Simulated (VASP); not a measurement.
Input of a VASP 6.6.1 run:

The input INCAR:

```
ALGO = Normal
EDIFF = 1E-8
ENCUT = 520
GGA = PE
IBRION = 8
ISIF = 2
ISMEAR = 0
LASPH = T
LCHARG = T
LEPSILON = T
LREAL = F
LWAVE = F
NELM = 100
NSW = 1
PREC = Accurate
SIGMA = 0.01
```

File KPOINTS:

```
k-points
0
Gamma
  8 8 8
```

POSCAR

```
GaP
1.0
    0.0000000000      2.7525584882      2.7525584882
    2.7525584882      0.0000000000      2.7525584882
    2.7525584882      2.7525584882      0.0000000000
Ga P
1 1
Direct
    0.0000000000      0.0000000000      0.0000000000
    0.2500000000      0.2500000000      0.2500000000
```

Potentials or basis: VASP PAW PBE potentials, release 64 (Ga_d, P).

Run with:

```sh
$ cat potpaw_PBE.64/Ga_d/POTCAR potpaw_PBE.64/P/POTCAR > POTCAR
$ mpirun -np 1 vasp_std > vasp.out
```

**Question.** Predict the electronic dielectric tensor (diagonal).

**Answer.** 11.60.

**Question.** What does it give for the Born charges (mean of the diagonal)?

**Answer.** Ga +2.27; P -2.27 e.

**Question.** Estimate the highest phonon frequency at Γ, LO-TO splitting left out.

**Answer.** 344 cm⁻¹.

Phonon frequencies in cm⁻¹ (negative: imaginary):
| q point | frequencies |
| --- | --- |
| (0.000, 0.000, 0.000) | 0 0 0 344 344 344 |
